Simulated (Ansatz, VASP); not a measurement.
**Two plane-wave programs on B3N2Cl**

```
B N Cl
1.0
     2.62404    0.00000    0.00000
     0.00000    2.62404    0.00000
     0.00000    0.00000    6.90128
B N Cl
3 2 1
Cartesian
  0.0000 0.0000 1.7456
  0.0000 0.0000 5.1557
  1.3120 1.3120 0.0000
  1.3120 0.0000 0.9081
  0.0000 1.3120 5.9932
  1.3120 1.3120 3.4506
```

Change from the starting cell: species swapped into the CsLi2I3 type (P-4m2, No. 115).

Alike in both runs: task relaxation of cell and atoms; functional PBE; k mesh 6 × 6 × 4; occupations gaussian, width 0.1 eV; no spin polarisation.

```csv
,VASP,Ansatz
version,VASP 6.6.1,Ansatz 0.2.0
potentials or method,"VASP PAW PBE potentials, release 64 (B, N, Cl), cutoff 600 eV","scalar-relativistic, plane waves, PAW"
valence electrons in the cell,26,26
```

```tsv
	VASP	Ansatz	Ansatz less VASP
gap on the k mesh at the Fermi level, each at its own relaxed structure (eV)	none	none	-
relaxed volume (Å³/atom)	7.92	7.92	0.000
relaxed cell length with the largest relative difference (Å)	2.624	2.624	0.0000
```

A gap of «none» marks a metal or a gap that the smearing closes.

The k mesh is coarse, so the values compare programs but aren't converged. Noted on VASP's run: the relaxation stopped at its first step, so nothing moved.
